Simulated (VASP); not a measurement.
Wanted: the native input for a VASP 6.6.1 run.

```
Task                   : electric field gradients
Functional             : r2SCAN
Potentials or basis    : VASP PAW PBE potentials, release 64 (Si, O)
Cutoff                 : 520 eV
k mesh                 : 5 × 5 × 4
Occupations            : fermi-dirac, width 0.02 eV
Spin                   : no spin polarisation
Dipole correction      : no
Further INCAR settings : ALGO = Normal; EDIFF = 1e-08; NBANDS = 44
```

The system is SiO2 (Cristobalite).

```
Si O
1.0
     4.97270    0.00000    0.00000
     0.00000    4.97270    0.00000
     0.00000    0.00000    6.92570
Si O
4 8
Direct
  0.30549 0.30549 0.00000
  0.19451 0.80549 0.25000
  0.69451 0.69451 0.50000
  0.80549 0.19451 0.75000
  0.23645 0.11665 0.18516
  0.38335 0.73645 0.43516
  0.76355 0.88335 0.68516
  0.61665 0.26355 0.93516
  0.73645 0.38335 0.56484
  0.88335 0.76355 0.31484
  0.26355 0.61665 0.06484
  0.11665 0.23645 0.81484
```

The input as run:

POSCAR

```
SiO2
1.0
    4.9727000000      0.0000000000      0.0000000000
    0.0000000000      4.9727000000      0.0000000000
    0.0000000000      0.0000000000      6.9257000000
Si O
4 8
Direct
    0.3054898356      0.3054898356      0.0000000000
    0.1945101644      0.8054898356      0.2500000000
    0.6945101644      0.6945101644      0.5000000000
    0.8054898356      0.1945101644      0.7500000000
    0.2364506227      0.1166503406      0.1851604459
    0.3833496594      0.7364506227      0.4351604459
    0.7635493773      0.8833496594      0.6851604459
    0.6166503406      0.2635493773      0.9351604459
    0.7364506227      0.3833496594      0.5648395541
    0.8833496594      0.7635493773      0.3148395541
    0.2635493773      0.6166503406      0.0648395541
    0.1166503406      0.2364506227      0.8148395541
```

INCAR.step1

```
SYSTEM = SiO2
PREC = Accurate
ENCUT = 520
ISMEAR = -1
SIGMA = 0.02
LREAL = .FALSE.
LASPH = .TRUE.
NELM = 100
NBANDS = 44
GGA = PE
ALGO = Normal
EDIFF = 1E-4
LWAVE = .TRUE.
LCHARG = .FALSE.
```

INCAR.step2

```
SYSTEM = SiO2
PREC = Accurate
ENCUT = 520
EDIFF = 1E-8
ISMEAR = -1
SIGMA = 0.02
LREAL = .FALSE.
LASPH = .TRUE.
NELM = 100
ALGO = Normal
ISIF = 2
LWAVE = .FALSE.
LCHARG = .FALSE.
METAGGA = R2SCAN
LMIXTAU = .TRUE.
LEFG = .TRUE.
NBANDS = 44
ISTART = 1
```

KPOINTS

```
regular mesh
0
G
  5 5 4
  0 0 0
```

Potentials or basis: VASP PAW PBE potentials, release 64 (Si, O).

The run is started by

```console
$ cat potpaw_PBE.64/Si/POTCAR potpaw_PBE.64/O/POTCAR > POTCAR
$ cp INCAR.step1 INCAR
$ mpirun -np 1 vasp_std > vasp.out
$ cp INCAR.step2 INCAR
$ mpirun -np 1 vasp_std > vasp.out
```

It gave:

The pressure is -3.3 GPa, the largest force is 0.291 eV/Å and the band gap on the k mesh is 6.26 eV, direct.

Caveat: without QUAD_EFG the Cq values of the log hold for a quadrupole moment of 1 mb, not for the nuclei; the PAW data sets were made with another functional, which shifts forces and pressure a little.

It took 12 min on 1 thread of Intel(R) Xeon(R) Platinum 8375C CPU @ 2.90GHz (Ice Lake), with other jobs on the host, peak memory 0.35 GiB.
